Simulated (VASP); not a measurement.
The system is Sb.

```xyz
1
Lattice="-1.8713 1.8713 1.8713 1.8713 -1.8713 1.8713 1.8713 1.8713 -1.8713" Properties=species:S:1:pos:R:3 pbc="T T T"
Sb    0.0000    0.0000    0.0000
```

| Quantity | Value |
| --- | --- |
| Program | VASP 6.6.1 |
| Task | relaxation of cell and atoms |
| Functional | PBE |
| Potentials or basis | VASP PAW PBE potentials, release 64 (Sb) |
| Cutoff | 600 eV |
| k mesh | 10 × 10 × 10 |
| Occupations | fermi-dirac, width 0.05 eV |
| Spin | no spin polarisation |

At the start: pressure 3.0 GPa; volume 26.21 Å³/atom.

Where does the relaxation end?

Over 3 steps the energy falls by 11.2 meV/atom and the volume is 27.44 Å³/atom (+4.7 %); space group Im-3m (No. 229, to 0.05 Å).

The path:
```tsv
step	energy change (eV)	largest force (eV/Å)	pressure (GPa)	volume (Å³)
1	0.0000	0.0000	3.04	26.21
2	-0.0080	0.0000	-1.43	28.15
3	-0.0112	0.0000	0.00	27.44
```

Final structure:
```
Sb
1.0
    -1.90015    1.90015    1.90015
     1.90015   -1.90015    1.90015
     1.90015    1.90015   -1.90015
Sb
1
Direct
  0.00000 0.00000 0.00000
```
